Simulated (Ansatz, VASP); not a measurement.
## One calculation of Mn, two programs

```xyz
1
Lattice="2.2872 0.0000 0.0000 0.0000 2.2872 0.0000 0.0000 0.0000 2.2872" Properties=species:S:1:pos:R:3 pbc="T T T"
Mn    0.0000    0.0000    0.0000
```

Change from the starting cell: volume scaled by 1, norm-conserving files.

Alike in both runs: task single point; functional PBE; k mesh 16 × 16 × 16; occupations fermi-dirac, width 0.1 eV; collinear spin.

|  | VASP | Ansatz |
| --- | --- | --- |
| version | VASP 6.6.1 | Ansatz 0.2.0 |
| potentials or method | VASP PAW PBE potentials, release 64 (Mn_pv) | scalar-relativistic |
| plane-wave cutoff (eV) | 520 | 1306 |
| valence electrons in the cell | 13 | 15 |

|  | VASP | Ansatz | Ansatz less VASP |
| --- | --- | --- | --- |
| pressure (GPa) | 0.2 | -0.1 | -0.32 |
| net moment per atom (μB) | 0.38 | 0.36 | -0.020 |
| size of the moment on the site where the two differ most (μB) | 0.38 | 0.35 | -0.031 |

Site moments also hang on the region over which each program counts them. With one functional, cell and mesh, what is left measures potentials, basis and numerics. VASP's potentials hold 13 valence electrons a cell and Ansatz's 15, so a difference there can come from the potentials and not from the codes.
